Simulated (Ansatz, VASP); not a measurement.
Two plane-wave programs on Au

INCAR

```
SYSTEM = Au
PREC = Accurate
ENCUT = 500
EDIFF = 1E-7
ISMEAR = -1
SIGMA = 0.05
LREAL = .False.
LASPH = .True.
NELM = 120
ALGO = Normal
ISIF = 3
LWAVE = .False.
LCHARG = .False.
GGA = B5
ALDAX = 1.0
AGGAX = 1.0
AGGAC = 1.0
ALDAC = 0.0
IBRION = 2
NSW = 60
EDIFFG = -0.01
GGA_COMPAT = .False.
NELMIN = 4
```

File KPOINTS:

```
regular mesh
0
Gamma
  11 11 11
  0 0 0
```

POSCAR

```
Au
1.0
   -1.6572690000      1.6572690000      1.6572690000
    1.6572690000     -1.6572690000      1.6572690000
    1.6572690000      1.6572690000     -1.6572690000
Au
1
Direct
    0.0000000000      0.0000000000      0.0000000000
```

File input.yaml:

```yaml
crystal:
  lattice:
    - [-1.657269, 1.657269, 1.657269]
    - [1.657269, -1.657269, 1.657269]
    - [1.657269, 1.657269, -1.657269]
  atoms:
    - { symbol: Au, position: [0.0, 0.0, 0.0] }
hamiltonian:
  xc: blyp
  pseudopotentials: { kind: paw }
kpoints:
  mp_grid: { grid: [11, 11, 11] }
scf:
  occupations: { method: fermi_dirac, width: 0.05 }
output:
  forces: true
  stress: true
  eigenvalues: true
  write_density: true
  write_potential: true
  elf: true
  volumetric_format: npy
relax:
  f_tol: 0.01
  max_steps: 40
  cell: { stress_tol: 0.05 }
```

Alike in both runs: task relaxation of cell and atoms; functional BLYP; k mesh 11 × 11 × 11; occupations fermi-dirac, width 0.05 eV; no spin polarisation.

|  | VASP | Ansatz |
| --- | --- | --- |
| version | VASP 6.6.1 | Ansatz 0.2.0 |
| potentials or method | VASP PAW PBE potentials, release 64 (Au_sv_GW) | Ansatz PAW |
| plane-wave cutoff (eV) | 500 | 420 |
| valence electrons in the cell | 19 | 19 |

|  | VASP | Ansatz | Ansatz less VASP |
| --- | --- | --- | --- |
| gap on the k mesh at the Fermi level, each at its own relaxed structure (eV) | none | none | - |
| relaxed volume (Å³/atom) | 19.26 | 19.57 | +0.314 |
| relaxed cell length with the largest relative difference (Å) | 2.925 | 2.941 | +0.0158 |

VASP's potentials were made for PBE, not for BLYP. A gap of «none» marks a metal or a gap that the smearing closes.

Neither program's run includes spin-orbit coupling. Noted on Ansatz's run: the plane-wave basis is chosen anew once the cell has moved, so the energies of steps on either side of that aren't comparable.
